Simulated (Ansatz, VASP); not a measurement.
**One calculation of InSb3, two programs**

The input INCAR:

```
SYSTEM = InSb3
PREC = Accurate
ENCUT = 520
EDIFF = 1E-6
ISMEAR = 0
SIGMA = 0.1
LREAL = .FALSE.
LASPH = .TRUE.
NELM = 80
ALGO = Normal
ISIF = 2
LWAVE = .FALSE.
LCHARG = .FALSE.
GGA = PE
NBANDS = 22
```

The input KPOINTS:

```
Automatic mesh
0
G
  4 4 4
  0 0 0
```

The input POSCAR:

```
InSb3
1.0
    0.0000000000      3.7945550000      3.7945550000
    3.7945550000      0.0000000000      3.7945550000
    3.7945550000      3.7945550000      0.0000000000
In Sb
1 3
Direct
    0.0000000000      0.0000000000      0.0000000000
    0.2500000000      0.2500000000      0.2500000000
    0.7500000000      0.7500000000      0.7500000000
    0.5000000000      0.5000000000      0.5000000000
```

Input for Ansatz:

```yaml
crystal:
  lattice:
    - [0.0, 3.794555, 3.794555]
    - [3.794555, 0.0, 3.794555]
    - [3.794555, 3.794555, 0.0]
  atoms:
    - { symbol: In, position: [0.0, 0.0, 0.0] }
    - { symbol: Sb, position: [0.25, 0.25, 0.25] }
    - { symbol: Sb, position: [0.75, 0.75, 0.75] }
    - { symbol: Sb, position: [0.5, 0.5, 0.5] }
basis:
  ecutwfc: "22 Ha"
kpoints:
  mp_grid: { grid: [4, 4, 4] }
hamiltonian:
  xc: pbe
scf:
  occupations: { method: gaussian, width: 0.1 }
output:
  forces: true
  stress: true
  eigenvalues: true
```

Alike in both runs: task single point; functional PBE; k mesh 4 × 4 × 4; occupations gaussian, width 0.1 eV; no spin polarisation.

|  | VASP | Ansatz |
| --- | --- | --- |
| version | VASP 6.6.1 | Ansatz 0.2.0 |
| potentials or method | VASP PAW PBE potentials, release 64 (In_d, Sb), cutoff 520 eV | scalar-relativistic, plane waves, PAW |
| valence electrons in the cell | 28 | 58 |

Ansatz gave:

```
gap on the k mesh at the Fermi level (eV) : none
pressure (GPa)                            : -1.3
```

Task: Which values does VASP return?

Result: gap on the k mesh at the Fermi level (eV): none; pressure (GPa): -1.4.

A gap of «none» marks a metal or a gap that the smearing closes. The functional is the same, so the differences come from potentials, cutoffs and numerics. VASP's potentials hold 28 valence electrons a cell and Ansatz's 58, so a difference there can come from the potentials and not from the codes.

Neither program's run includes spin-orbit coupling.
